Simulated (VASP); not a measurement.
# C in VASP: notebook

C is run at these levels: PBE+D3(BJ); tasks: single point.

Everything below comes from runs of VASP 6.6.1. Logs are shortened: lines on timing, memory, paths and dates and some standing lists are left out, and cuts for length are marked.

## (1) The cell of the first run

The cell holds a slab with vacuum, 4 atoms: a = 2.466 Å, b = 2.466 Å, c = 17.500 Å, α = 90.00°, β = 90.00°, γ = 120.00°.

## (2) Single point, PBE+D3(BJ)

INCAR reads:

```
SYSTEM = C
  PREC = Accurate
  ENCUT = 520
  EDIFF = 1E-6
  ISMEAR = 0
  SIGMA = 0.1
  LREAL = .False.
  LASPH = .True.
  NELM = 60
  ALGO = Normal
  ISIF = 2
  LWAVE = .False.
  LCHARG = .True.
  LDIPOL = .True.
  IDIPOL = 3
  DIPOL = 0.5 0.5 0.360
  GGA = PE
  IVDW = 12
  LELF = .True.
  LVHAR = .True.
  LVACPOTAV = .True.
  NBANDS = 16
```

KPOINTS reads:

```
regular mesh
0
Gamma
  15 15 1
  0 0 0
```

POSCAR reads:

```
C
1.0
    2.4656524409      0.0000000000      0.0000000000
   -1.2328262205      2.1353176507      0.0000000000
    0.0000000000      0.0000000000     17.5000663885
C
4
Direct
    0.6666666667      0.3333333333      0.2571437784
    0.3333333333      0.6666666667      0.2571418816
    0.8333333333      0.6666666667      0.4634306070
    0.5000000000      1.0000000000      0.4634287102
```

Potentials or basis: VASP PAW PBE potentials, release 64 (C).

Command:

```
cat potpaw_PBE.64/C/POTCAR > POTCAR
mpirun -np 1 vasp_std > vasp.out
```

OUTCAR:

```text
SYSTEM = C
   PREC = Accurate
   ENCUT = 520
   EDIFF = 1E-6
   ISMEAR = 0
   LREAL = .False.
   LASPH = .True.
   NELM = 60
   ISIF = 2
   GGA = PE
   IVDW = 12
 IVDW          = 12

 ion  position               nearest neighbor table
   1  0.667  0.333  0.257-   2 1.42   2 1.42   2 1.42
   2  0.333  0.667  0.257-   1 1.42   1 1.42   1 1.42
   3  0.833  0.667  0.463-   4 1.42   4 1.42   4 1.42
   4  0.500  0.000  0.463-   3 1.42   3 1.42   3 1.42

  LATTYP: Found a hexagonal cell.
 ALAT       =     2.4656524409
 C/A-ratio  =     7.0975398228

  Lattice vectors:

 A1 = (   2.4656524409,   0.0000000000,   0.0000000000)
 A2 = (  -1.2328262205,   2.1353176507,   0.0000000000)
 A3 = (   0.0000000000,   0.0000000000,  17.5000663885)

Analysis of symmetry for initial positions (statically):
=====================================================================
 Subroutine PRICEL returns:
 Original cell was already a primitive cell.

 Routine SETGRP: Setting up the symmetry group for a
 hexagonal supercell.

 Subroutine GETGRP returns: Found  4 space group operations
 (whereof  2 operations were pure point group operations)
 out of a pool of 24 trial point group operations.

The static configuration has the point symmetry C_1h.
 The point group associated with its full space group is C_2h.

Analysis of symmetry for dynamics (positions and initial velocities):
=====================================================================
 Subroutine PRICEL returns:
 Original cell was already a primitive cell.

 Routine SETGRP: Setting up the symmetry group for a
 hexagonal supercell.

 Subroutine GETGRP returns: Found  4 space group operations
 (whereof  2 operations were pure point group operations)
 out of a pool of 24 trial point group operations.

The dynamic configuration has the point symmetry C_1h.
 The point group associated with its full space group is C_2h.

 Subroutine INISYM returns: Found  4 space group operations
 (whereof  2 operations are pure point group operations),
 and found     1 'primitive' translations

----------------------------------------------------------------------------------------

                                     Primitive cell

  volume of cell :      92.1370

  direct lattice vectors                    reciprocal lattice vectors
     2.465652441  0.000000000  0.000000000     0.405572166  0.234157199  0.000000000
    -1.232826221  2.135317651  0.000000000     0.000000000  0.468314398  0.000000000
     0.000000000  0.000000000 17.500066388     0.000000000  0.000000000  0.057142640

  length of vectors
     2.465652441  2.465652441 17.500066388     0.468314398  0.468314398  0.057142640

  position of ions in fractional coordinates (direct lattice)
     0.666666667  0.333333333  0.257143778
     0.333333333  0.666666667  0.257141882
     0.833333333  0.666666667  0.463430607
     0.500000000  0.000000000  0.463428710

  ion indices of the primitive-cell ions
   primitive index   ion index
                 1           1
                 2           2
                 3           3
                 4           4

----------------------------------------------------------------------------------------

 KPOINTS: regular mesh

Automatic generation of k-mesh.
 Grid dimensions read from file:
 generate k-points for:   15   15    1

 Generating k-lattice:

  Cartesian coordinates                     Fractional coordinates (reciprocal lattice)
     0.027038144  0.015610480  0.000000000     0.066666667  0.000000000  0.000000000
     0.000000000  0.031220960  0.000000000     0.000000000  0.066666667  0.000000000
     0.000000000  0.000000000  0.057142640     0.000000000  0.000000000  1.000000000

  Length of vectors
     0.031220960  0.031220960  0.057142640

  Shift w.r.t. Gamma in fractional coordinates (k-lattice)
     0.000000000  0.000000000  0.000000000

 Subroutine IBZKPT returns following result:
 ===========================================

 Found     64 irreducible k-points:

 Following reciprocal coordinates:
            Coordinates               Weight
  0.000000  0.000000  0.000000      1.000000
  0.066667  0.000000  0.000000      4.000000
  0.000000  0.066667  0.000000      2.000000
  0.133333  0.000000  0.000000      4.000000
  0.000000  0.133333  0.000000      2.000000
  0.200000  0.000000  0.000000      4.000000
[... 16 lines left out ...]
 -0.266667  0.200000  0.000000      4.000000
  0.266667  0.066667  0.000000      4.000000
 [... further k-points ...]
   k-points           NKPTS =     64   k-points in BZ     NKDIM =     64   number of bands    NBANDS=     16
   number of dos      NEDOS =    301   number of ions     NIONS =      4
   total plane-waves  NPLWV =  45360
   dimension x,y,z NGX =    18 NGY =   18 NGZ =  140
   dimension x,y,z NGXF=    36 NGYF=   36 NGZF=  280
   ions per type =               4
   NGX,Y,Z   is equivalent  to a cutoff of  12.14, 12.14, 13.30 a.u.
   NGXF,Y,Z  is equivalent  to a cutoff of  24.27, 24.27, 26.60 a.u.
 SYSTEM =  C
   PREC   = accura    normal or accurate (medium, high low for compatibility)
   ISTART =      0    job   : 0-new  1-cont  2-samecut
   ICHARG =      2    charge: 1-file 2-atom 10-const
   ISPIN  =      1    spin polarized calculation?
   LNONCOLLINEAR =      F non collinear calculations
   LSORBIT =      F    spin-orbit coupling
   LASPH  =      T    aspherical Exc in radial PAW
   ENCUT  =  520.0 eV  38.22 Ry    6.18 a.u.   4.58  4.58 32.54*2*pi/ulx,y,z
   NELM   =     60;   NELMIN=  2; NELMDL= -5     # of ELM steps
   EDIFF  = 0.1E-05   stopping-criterion for ELM
   LREAL  =      F    real-space projection
   EDIFFG = 0.1E-04   stopping-criterion for IOM
   NSW    =      0    number of steps for IOM
   IBRION =     -1    ionic relax: 0-MD 1-quasi-New 2-CG
   NFREE  =      0    steps in history (QN), initial steepest desc. (CG)
   ISIF   =      2    stress and relaxation
   ISYM   =      2    0-nonsym 1-usesym 2-fastsym
   POTIM  = 0.5000    time-step for ionic-motion
   TEBEG  =    0.0;   TEEND  =   0.0 temperature during run
   PSTRESS=    0.0 pullay stress
   NELECT =      16.0000    total number of electrons
   NUPDOWN=      -1.0000    fix difference up-down
   EMIN   =  10.00;   EMAX   =-10.00  energy-range for DOS
   EFERMI =   0.00;   METHOD = LEGACY
   ISMEAR =     0;   SIGMA  =   0.10  broadening in eV -4-tet -1-fermi 0-gaus
   EFERMI_NEDOS =   21; number of points for ismear=-14 and -15
   IALGO  =     38    algorithm
   IMIX   =      4    mixing-type and parameters
     AMIX     =   0.40;   BMIX     =  1.00
     AMIX_MAG =   1.60;   BMIX_MAG =  1.00
  volume/ion in A,a.u.               =      23.03       155.44
  Fermi-wavevector in a.u.,A,eV,Ry     =   0.913349  1.725980 11.350070  0.834207
  Thomas-Fermi vector in A             =   2.037850
   LORBIT       =      0    0 simple, 1 ext, 2 COOP (PROOUT), +10 PAW based schemes
   GGA     = PE    functional components
   LHFCALC =     F    Hartree Fock is set to
   AEXX    =    0.0000 exact exchange contribution
   IVDW    =    12    specifies the selected vdW correction
   LEPSILON=     F    determine dielectric tensor
   LRPA    =     F    only Hartree local field effects (RPA)
 non-spin polarized calculation
 Gauss-broadening in eV      SIGMA  =   0.10
  energy-cutoff  :      520.00
  volume of cell :       92.14
 maximum number of plane-waves:      2516
   NGX =  9   NGY =  9   NGZ = 65

 dipolmoment           0.000000      0.000000      0.000242 electrons x Angstroem

 number of electron      15.9999997 magnetization

 dipolmoment           0.000000      0.000000     -0.000002 electrons x Angstroem

 Free energy of the ion-electron system (eV)
  ---------------------------------------------------
  ext. energy  EPLUGINS =         0.00000000
  ---------------------------------------------------
  free energy    TOTEN  =       -36.88778559 eV

  energy without entropy =      -36.88764412  energy(sigma->0) =      -36.88771486

 E-fermi :  -0.8235     XC(G=0):  -4.4776

 val. band max:       -0.9663158088   @ k =   0.3333   0.3333   0.0000
 cond. band min:      -0.6811712735   @ k =   0.3333   0.3333   0.0000
 fundamental gap:      0.2851445353
 Fermi energy:        -0.8234964349

 k-point     1 :       0.0000    0.0000    0.0000
  band No.  band energies     occupation
      1     -20.3844      2.00000
      2     -20.3010      2.00000
      3      -8.7667      2.00000
      4      -8.1022      2.00000
      5      -3.8629      2.00000
      6      -3.8613      2.00000
[... 8 lines left out ...]
     15       7.4904      0.00000
     16       7.4947      0.00000

 k-point     2 :       0.0667    0.0000    0.0000
  band No.  band energies     occupation
      1     -20.2791      2.00000
      2     -20.1963      2.00000
      3      -8.6400      2.00000
      4      -7.9783      2.00000
      5      -4.2884      2.00000
      6      -4.2819      2.00000
[... 8 lines left out ...]
     15       7.5483      0.00000
     16       7.9435      0.00000

 k-point     3 :       0.0000    0.0667    0.0000
  band No.  band energies     occupation
      1     -20.2791      2.00000
      2     -20.1963      2.00000
      3      -8.6399      2.00000
      4      -7.9783      2.00000
      5      -4.2884      2.00000
      6      -4.2817      2.00000
[... 8 lines left out ...]
     15       7.5542      0.00000
     16       7.9371      0.00000
[... 362 lines left out ...]
 k-point    23 :      -0.2667    0.2000    0.0000
  band No.  band energies     occupation
      1     -19.0249      2.00000
      2     -18.9487      2.00000
      3      -7.8485      2.00000
      4      -7.8267      2.00000
      5      -7.1470      2.00000
      6      -6.5225      2.00000
[... 8 lines left out ...]
     15       7.5622      0.00000
     16       7.7699      0.00000

 k-point    24 :       0.2667    0.0667    0.0000
  band No.  band energies     occupation
      1     -18.2004      2.00000
      2     -18.1287      2.00000
      3      -9.5696      2.00000
      4      -9.5382      2.00000
      5      -6.6701      2.00000
      6      -6.6608      2.00000
[... 8 lines left out ...]
     15       7.4997      0.00000
     16       8.2941      0.00000

 [... further k-points ...]

------------------------ aborting loop because EDIFF is reached ----------------------------------------

 Edisp (eV)   -0.45603

 E8    (eV) :    -0.1354

  FORCE on cell =-STRESS in cart. coord.  units (eV):
  Direction    XX          YY          ZZ          XY          YZ          ZX
  --------------------------------------------------------------------------------------
  -------------------------------------------------------------------------------------
  Total       0.12322     0.13716    -0.13186    -0.00000     0.03407    -0.00000
  in kB       2.14275     2.38516    -2.29291    -0.00000     0.59250    -0.00000
  external pressure =        0.74 kB  Pullay stress =        0.00 kB

 VOLUME and BASIS-vectors are now :
 -----------------------------------------------------------------------------
  energy-cutoff  :      520.00
  volume of cell :       92.14
      direct lattice vectors                 reciprocal lattice vectors
     2.465652441  0.000000000  0.000000000     0.405572166  0.234157199  0.000000000
    -1.232826221  2.135317651  0.000000000     0.000000000  0.468314398  0.000000000
     0.000000000  0.000000000 17.500066388     0.000000000  0.000000000  0.057142640

 POSITION                                       TOTAL-FORCE (eV/Angst)
 -----------------------------------------------------------------------------------
      1.23283      0.71177      4.50003         0.000000     -0.005083      0.015540
     -0.00000      1.42355      4.50000         0.000000     -0.004350      0.013824
      1.23283      1.42355      8.11007        -0.000000      0.004350     -0.013824
      1.23283      0.00000      8.11003        -0.000000      0.005083     -0.015540
 -----------------------------------------------------------------------------------
    total drift:                               -0.000000     -0.000000     -0.000092

  FREE ENERGIE OF THE ION-ELECTRON SYSTEM (eV)
  ---------------------------------------------------
  free  energy   TOTEN  =       -37.3438158596 eV

  energy  without entropy=      -37.3436743888  energy(sigma->0) =      -37.34374512

 vacuum level on the upper side and lower side of the slab         3.437         3.437
```

Wall time 3.8 min (1 thread of AMD EPYC 7R13, shared host); peak memory 0.21 GiB.

Results:

```yaml
Free_energy: -37.3438 eV
Largest_force: 0.016 eV/Å
Band_gap_on_the_k_mesh: 0.29 eV, direct
Dispersion_energy_per_atom: -0.114 eV
```

Forces on the atoms (eV/Å):
```
C    0.000 -0.005  0.016
C    0.000 -0.004  0.014
C    0.000  0.004 -0.014
C    0.000  0.005 -0.016
```

[end of part 1 of 2]
